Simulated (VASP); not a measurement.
# Cs (P6/mmm) in VASP: notebook, part 2 of 2

VASP 6.6.1. The steps go on from the part before.

**4. Relaxation of cell and atoms, PBE, target pressure 0.31 GPa, at which the enthalpy is minimised**

This run uses another cell than the first one, of 105.85 Å³/atom.

File INCAR:

```
SYSTEM = Cs
PREC = Accurate
ENCUT = 600
EDIFF = 1E-6
ISMEAR = -1
SIGMA = 0.05
LREAL = .FALSE.
LASPH = .TRUE.
NELM = 100
ALGO = Normal
ISIF = 3
LWAVE = .FALSE.
LCHARG = .FALSE.
GGA = PE
IBRION = 2
NSW = 60
EDIFFG = -0.005
PSTRESS = 3.1
```

File KPOINTS:

```
Automatic mesh
0
G
  9 9 8
  0 0 0
```

File POSCAR:

```
Cs
1.0
    5.0661400098      0.0000000000      0.0000000000
   -2.5330700049      4.3874059476      0.0000000000
    0.0000000000      0.0000000000      4.7621716092
Cs
1
Direct
    0.0000000000      0.0000000000      0.0000000000
```

Potentials or basis: VASP PAW PBE potentials, release 64 (Cs_sv).

On the command line:

```console
cat potpaw_PBE.64/Cs_sv/POTCAR > POTCAR
mpirun -np 1 vasp_std > vasp.out
```

OUTCAR:

```text
SYSTEM = Cs
   PREC = Accurate
   ENCUT = 600
   EDIFF = 1E-6
   ISMEAR = -1
   LREAL = .FALSE.
   LASPH = .TRUE.
   NELM = 100
   ISIF = 3
   GGA = PE
   IBRION = 2
   NSW = 60
   EDIFFG = -0.005
   PSTRESS = 3.1

 ion  position               nearest neighbor table
   1  0.000  0.000  0.000-

  LATTYP: Found a hexagonal cell.
 ALAT       =     5.0661400098
 C/A-ratio  =     0.9400000000

  Lattice vectors:

 A1 = (   5.0661400098,   0.0000000000,   0.0000000000)
 A2 = (  -2.5330700049,   4.3874059476,   0.0000000000)
 A3 = (   0.0000000000,   0.0000000000,   4.7621716092)

Analysis of symmetry for initial positions (statically):
=====================================================================
 Subroutine PRICEL returns:
 Original cell was already a primitive cell.

 Routine SETGRP: Setting up the symmetry group for a
 hexagonal supercell.

 Subroutine GETGRP returns: Found 24 space group operations
 (whereof 24 operations were pure point group operations)
 out of a pool of 24 trial point group operations.

The static configuration has the point symmetry D_6h.

Analysis of symmetry for dynamics (positions and initial velocities):
=====================================================================
 Subroutine PRICEL returns:
 Original cell was already a primitive cell.

 Routine SETGRP: Setting up the symmetry group for a
 hexagonal supercell.

 Subroutine GETGRP returns: Found 24 space group operations
 (whereof 24 operations were pure point group operations)
 out of a pool of 24 trial point group operations.

The dynamic configuration has the point symmetry D_6h.

 Subroutine INISYM returns: Found 24 space group operations
 (whereof 24 operations are pure point group operations),
 and found     1 'primitive' translations

----------------------------------------------------------------------------------------

                                     Primitive cell

  volume of cell :     105.8498

  direct lattice vectors                    reciprocal lattice vectors
     5.066140010  0.000000000  0.000000000     0.197388939  0.113962557  0.000000000
    -2.533070005  4.387405948  0.000000000     0.000000000  0.227925114  0.000000000
     0.000000000  0.000000000  4.762171609     0.000000000  0.000000000  0.209988233

  length of vectors
     5.066140010  5.066140010  4.762171609     0.227925114  0.227925114  0.209988233

  position of ions in fractional coordinates (direct lattice)
     0.000000000  0.000000000  0.000000000

  ion indices of the primitive-cell ions
   primitive index   ion index
                 1           1

----------------------------------------------------------------------------------------

 KPOINTS: Automatic mesh

Automatic generation of k-mesh.
 Grid dimensions read from file:
[... 25 lines left out ...]
  0.333333  0.000000  0.000000      6.000000
  0.444444  0.000000  0.000000      6.000000
  0.111111  0.111111  0.000000      6.000000
[... 16 lines left out ...]
  0.333333  0.222222  0.125000     24.000000
  0.333333  0.333333  0.125000      4.000000
 [... further k-points ...]
   k-points           NKPTS =     60   k-points in BZ     NKDIM =     60   number of bands    NBANDS=      8
   number of dos      NEDOS =    301   number of ions     NIONS =      1
   total plane-waves  NPLWV =  64000
   dimension x,y,z NGX =    40 NGY =   40 NGZ =   40
   dimension x,y,z NGXF=    80 NGYF=   80 NGZF=   80
   ions per type =               1
   NGX,Y,Z   is equivalent  to a cutoff of  13.13, 13.13, 13.96 a.u.
   NGXF,Y,Z  is equivalent  to a cutoff of  26.25, 26.25, 27.93 a.u.
 SYSTEM =  Cs
   PREC   = accura    normal or accurate (medium, high low for compatibility)
   ISTART =      0    job   : 0-new  1-cont  2-samecut
   ICHARG =      2    charge: 1-file 2-atom 10-const
   ISPIN  =      1    spin polarized calculation?
   LNONCOLLINEAR =      F non collinear calculations
   LSORBIT =      F    spin-orbit coupling
   LASPH  =      T    aspherical Exc in radial PAW
   ENCUT  =  600.0 eV  44.10 Ry    6.64 a.u.  10.12 10.12  9.51*2*pi/ulx,y,z
   NELM   =    100;   NELMIN=  2; NELMDL= -5     # of ELM steps
   EDIFF  = 0.1E-05   stopping-criterion for ELM
   LREAL  =      F    real-space projection
   EDIFFG = -.5E-02   stopping-criterion for IOM
   NSW    =     60    number of steps for IOM
   IBRION =      2    ionic relax: 0-MD 1-quasi-New 2-CG
   NFREE  =      1    steps in history (QN), initial steepest desc. (CG)
   ISIF   =      3    stress and relaxation
   ISYM   =      2    0-nonsym 1-usesym 2-fastsym
   POTIM  = 0.5000    time-step for ionic-motion
   TEBEG  =    0.0;   TEEND  =   0.0 temperature during run
   PSTRESS=    3.1 pullay stress
   NELECT =       9.0000    total number of electrons
   NUPDOWN=      -1.0000    fix difference up-down
   EMIN   =  10.00;   EMAX   =-10.00  energy-range for DOS
   EFERMI =   0.00;   METHOD = LEGACY
   ISMEAR =    -1;   SIGMA  =   0.05  broadening in eV -4-tet -1-fermi 0-gaus
   EFERMI_NEDOS =   21; number of points for ismear=-14 and -15
   IALGO  =     38    algorithm
   IMIX   =      4    mixing-type and parameters
     AMIX     =   0.40;   BMIX     =  1.00
     AMIX_MAG =   1.60;   BMIX_MAG =  1.00
  volume/ion in A,a.u.               =     105.85       714.31
  Fermi-wavevector in a.u.,A,eV,Ry     =   0.719878  1.360372  7.050873  0.518225
  Thomas-Fermi vector in A             =   1.809187
   LORBIT       =      0    0 simple, 1 ext, 2 COOP (PROOUT), +10 PAW based schemes
   GGA     = PE    functional components
   LHFCALC =     F    Hartree Fock is set to
   AEXX    =    0.0000 exact exchange contribution
   IVDW    =     0    specifies the selected vdW correction
   LEPSILON=     F    determine dielectric tensor
   LRPA    =     F    only Hartree local field effects (RPA)
 conjugate gradient relaxation of ions
 non-spin polarized calculation
  energy-cutoff  :      600.00
  volume of cell :      105.85
 maximum number of plane-waves:      3559
   NGX = 21   NGY = 21   NGZ = 19

--------------------------------------- Ionic step        1  -------------------------------------------

 number of electron       9.0000001 magnetization

 Free energy of the ion-electron system (eV)
  ---------------------------------------------------
  ext. energy  EPLUGINS =         0.00000000
  ---------------------------------------------------
  free energy    TOTEN  =        -0.79048661 eV

  energy without entropy =       -0.78058978  energy(sigma->0) =       -0.78553819

------------------------ aborting loop because EDIFF is reached ----------------------------------------

  FORCE on cell =-STRESS in cart. coord.  units (eV):
  Direction    XX          YY          ZZ          XY          YZ          ZX
  --------------------------------------------------------------------------------------
  -------------------------------------------------------------------------------------
  Total        0.2234663      0.2234663      0.2004649      0.0000000      0.0000000      0.0000000
  in kB        3.3824600      3.3824600      3.0343022      0.0000000      0.0000000      0.0000000
  external PRESSURE =       0.1664074 kB  Pullay stress =       3.1000000 kB
[... 61 lines left out ...]
--------------------------------------- Ionic step        3  -------------------------------------------

 number of electron       9.0000000 magnetization

 Free energy of the ion-electron system (eV)
  ---------------------------------------------------
  ext. energy  EPLUGINS =         0.00000000
  ---------------------------------------------------
  free energy    TOTEN  =        -0.79184745 eV

  energy without entropy =       -0.78192384  energy(sigma->0) =       -0.78688565

 E-fermi :   0.6881     XC(G=0):  -5.5988

 val. band max:        0.6250951844   @ k =   0.4444   0.0000   0.1250
 cond. band min:       0.6940244578   @ k =   0.2222   0.1111   0.3750
 fundamental gap:      0.0689292733
 Fermi energy:         0.6880852317

 k-point     1 :       0.0000    0.0000    0.0000
  band No.  band energies     occupation
      1     -23.2473      2.00000
      2      -9.9604      2.00000
      3      -9.9604      2.00000
      4      -9.9505      2.00000
      5      -1.0842      2.00000
      6       2.0518      0.00000
      7       3.1337      0.00000
      8       3.1337      0.00000
[... 243 lines left out ...]
 k-point    24 :       0.3333    0.3333    0.1250
  band No.  band energies     occupation
      1     -23.2331      2.00000
      2     -10.1019      2.00000
      3     -10.1019      2.00000
      4      -9.9620      2.00000
      5       1.4807      0.00000
      6       1.4807      0.00000
      7       1.8337      0.00000
      8       3.7520      0.00000

 [... further k-points ...]

------------------------ aborting loop because EDIFF is reached ----------------------------------------

  FORCE on cell =-STRESS in cart. coord.  units (eV):
  Direction    XX          YY          ZZ          XY          YZ          ZX
  --------------------------------------------------------------------------------------
  -------------------------------------------------------------------------------------
  Total        0.2061255      0.2061255      0.2075744      0.0000000     -0.0000000      0.0000000
  in kB        3.1002296      3.1002296      3.1220226      0.0000000     -0.0000000      0.0000000
  external PRESSURE =       0.0074939 kB  Pullay stress =       3.1000000 kB
[... 20 lines left out ...]
  energy  without entropy=       -0.7819238398  energy(sigma->0) =       -0.78688565

  enthalpy is  TOTEN    =        -0.5857372635 eV   P V=        0.2061101874

 reached required accuracy - stopping structural energy minimisation
```

OSZICAR:

```text
N       E                     dE             d eps       ncg     rms          rms(c)
DAV:   1     0.563821014381E+02    0.56382E+02   -0.32065E+03   960   0.876E+02
DAV:   2     0.405169152793E+01   -0.52330E+02   -0.50788E+02  1336   0.125E+02
DAV:   3    -0.732203341586E+00   -0.47839E+01   -0.47834E+01   984   0.473E+01
[... 16 lines left out ...]
DAV:   2    -0.792272632084E+00    0.11427E-02   -0.13535E-03  1040   0.245E-01    0.802E-02
DAV:   3    -0.791855050721E+00    0.41758E-03   -0.16950E-03  1016   0.250E-01    0.188E-02
DAV:   4    -0.791851285877E+00    0.37648E-05   -0.10751E-05  1232   0.260E-02    0.117E-02
DAV:   5    -0.791847375074E+00    0.39108E-05   -0.52910E-06  1264   0.153E-02    0.175E-03
DAV:   6    -0.791847450946E+00   -0.75872E-07   -0.31028E-07   688   0.420E-03
   3 F= -.58573726E+00 E0= -.58077546E+00  d E =-.559399E-04
```

Run time: 79 s. Hardware: 1 thread of Intel Xeon Platinum 8488C (Sapphire Rapids), shared host; peak memory 0.28 GiB.

Results:

```yaml
Free_energy: -0.7918 eV
Relaxed_volume: 106.52 Å³/atom
Relaxed_cell: a = 5.084 Å, b = 5.084 Å, c = 4.758 Å, α = 90.00°, β = 90.00°, γ = 120.00°
Space_group_after_relaxing_to_0.1_Å: P6/mmm (No. 191)
Energy_change_on_relaxing_the_run_minimises_the_enthalpy: -1.4 meV/atom
Ionic_steps: 3
Pressure_after_relaxing: 0.3 GPa
Band_gap_on_the_k_mesh: zero (an odd number of electrons rules out a gap without spin polarisation)
```

Step by step:
```csv
step,energy change (eV),largest force (eV/Å),pressure (GPa),volume (Å³)
1,0.0000,0.0000,0.33,105.85
2,-0.0004,0.0000,0.32,106.02
3,-0.0014,0.0000,0.31,106.52
```

Final structure:
```
Cs
1.0
     5.08438    0.00000    0.00000
    -2.54219    4.40321    0.00000
     0.00000    0.00000    4.75818
Cs
1
Direct
  0.00000 0.00000 0.00000
```

Caveat: the cell is relaxed towards a set pressure, so the run minimises the enthalpy, not the energy; spin-orbit coupling is left out, which moves the levels of the heavy elements.

The gap in the log of VASP goes by the Fermi energy; the results here count the filled bands.